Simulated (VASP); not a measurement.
A run of VASP 6.6.1 is set up as follows.

Contents of INCAR:

```
SYSTEM = Li
PREC = Accurate
ENCUT = 520
EDIFF = 1E-6
ISMEAR = 0
SIGMA = 0.1
LREAL = .False.
LASPH = .True.
NELM = 80
ALGO = Normal
ISIF = 2
LWAVE = .False.
LCHARG = .False.
LDIPOL = .True.
IDIPOL = 3
DIPOL = 0.5 0.5 0.276
GGA = PE
NBANDS = 14
```

File KPOINTS:

```
Automatic mesh
0
Gamma
  6 6 1
  0 0 0
```

Contents of POSCAR:

```
Li
1.0
    3.6623524526      0.0000000000      0.0000000000
    0.0000000000      3.6623524526      0.0000000000
    0.0000000000      0.0000000000     30.8089840745
Li
4
Direct
    0.0000000000      1.0000000000      0.3517174601
    0.0000000000      1.0000000000      0.2000696407
    0.0000000000      0.5000000000      0.2758935504
    0.5000000000      1.0000000000      0.2758935504
```

Potentials or basis: VASP PAW PBE potentials, release 64 (Li_sv).

The run is started by

```bash
$ cat potpaw_PBE.64/Li_sv/POTCAR > POTCAR
$ mpirun -np 1 vasp_std > vasp.out
```

Problem. What does it give for the band gap on the k mesh?

Solution. Zero (band 6 reaches -1.57 eV, above the bottom of band 7 at -2.27 eV).

Problem. Estimate the largest force.

Solution. 0.006 eV/Å.

Forces in eV/Å, atoms in the order of the input:
```
Li   0.000  0.000 -0.006
Li   0.000  0.000  0.006
Li   0.000  0.000  0.000
Li   0.000  0.000  0.000
```
